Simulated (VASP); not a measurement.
Wanted: the native input for a VASP 6.6.1 run.

| Property | Result |
| --- | --- |
| Task | single point |
| Functional | LDA |
| Potentials or basis | VASP PAW LDA potentials, release 64 (Ca_sv, Se) |
| Cutoff | 520 eV |
| k mesh | 6 × 6 × 4 |
| Occupations | fermi-dirac, width 0.02 eV |
| Spin | no spin polarisation |
| Dipole correction | no |
| Further INCAR settings | ALGO = Normal; EDIFF = 1e-06; NBANDS = 24 |

The structure of CaSe lies in POSCAR:

```
CaSe
1.0
    4.8973496299      0.0000000000      0.0000000000
   -2.4486748149      4.2412291907      0.0000000000
    0.0000000000      0.0000000000      5.7314005716
Ca Se
2 2
Direct
    0.3333333333      0.6666666667      0.2500000000
    0.6666666667      0.3333333333      0.7500000000
    0.6666666667      0.3333333333      0.2500000000
    0.3333333333      0.6666666667      0.7500000000
```

These files were run (other wordings do the same):

INCAR

```
ALGO = Normal
EDIFF = 1E-6
ENCUT = 520
ISIF = 2
ISMEAR = -1
LASPH = T
LCHARG = F
LREAL = F
LWAVE = F
NBANDS = 24
NELM = 60
PREC = Accurate
SIGMA = 0.02
```

KPOINTS

```
k-points
0
Gamma
  6 6 4
```

Potentials or basis: VASP PAW LDA potentials, release 64 (Ca_sv, Se).

The run is started by

```console
$ cat potpaw_LDA.64/Ca_sv/POTCAR potpaw_LDA.64/Se/POTCAR > POTCAR
$ mpirun -np 1 vasp_std > vasp.out
```

It gave:

```yaml
Pressure: 0.2 GPa
Band_gap_on_the_k_mesh: 2.12 eV (least direct gap 2.41 eV)
```

It took 74 s on 1 thread of Oxide Virtual Turin-like Processor, on a shared host, peak memory 0.19 GiB.
